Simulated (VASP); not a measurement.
SrO, 2 atoms in the cell. Symmetry: Fm-3m, No. 225, cubic system. Conventional cell: a = 5.194 Å, b = 5.194 Å, c = 5.194 Å, α = 90.00°, β = 90.00°, γ = 90.00°. Sr (site symmetry m-3m) has 6 O at 2.60 Å within 3.4 Å. O (site symmetry m-3m) has 6 Sr at 2.60 Å within 3.4 Å. 

| Item | Value |
| --- | --- |
| Program | VASP 6.6.1 |
| Task | single point |
| Functional | PBE |
| Potentials or basis | VASP PAW PBE potentials, release 64 (Sr_sv, O) |
| Cutoff | 600 eV |
| k mesh | 6 × 6 × 6 |
| Occupations | fermi-dirac, width 0.1 eV |
| Spin | no spin polarisation |
| Dipole correction | no |
| Further INCAR settings | ALGO = Normal; EDIFF = 1e-06; NBANDS = 15 |

Potentials or basis: VASP PAW PBE potentials, release 64 (Sr_sv, O).

Run with:

```bash
$ cat potpaw_PBE.64/Sr_sv/POTCAR potpaw_PBE.64/O/POTCAR > POTCAR
$ mpirun -np 1 vasp_std > vasp.out
```

Hardware: 1 thread of Intel Xeon 8259CL (shared host).

How long does it take, and how much memory?

Run time: 16 s on 1 thread of Intel Xeon 8259CL, on a shared host, peak memory 0.17 GiB. Counts: scf iterations 13, k points 16.
